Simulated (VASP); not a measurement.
Runs of VASP 6.6.1 on Sn. The structure is that of space group Fd-3m (No. 227), or close to it. The cells are those of the table. This isn't the form of Sn at room conditions, which is tetragonal (white tin).

```csv
cell,gap on the mesh (eV),pressure (GPa)
"a = 4.573 Å, angles 60.0°, 2 atoms",none,3.7
"a = 4.691 Å, angles 60.0°, 2 atoms",none,0.3
"a = 4.633 Å, angles 60.0°, 2 atoms",none,(a)
"a = 4.511 Å, angles 60.0°, 2 atoms",none,6.1
"a = 4.447 Å, angles 60.0°, 2 atoms",none,(b)
```

Alike in all rows: task single point; level PBE; potentials or basis VASP PAW PBE potentials, release 64 (Sn_d); no spin polarisation; k mesh 8 × 8 × 8; cutoff (eV) 520; smearing methfessel-paxton 0.1 eV.

Q: Estimate the missing entries.

A: (a) 1.8; (b) 9.1.

Caveats: spin-orbit coupling is left out, which moves the levels of the heavy elements; the cell stands under pressure (at least some runs).

A k mesh can miss the band edges, and the runs leave out spin-orbit coupling on Sn.

A gap of «none» marks levels without a gap at the run's occupations.
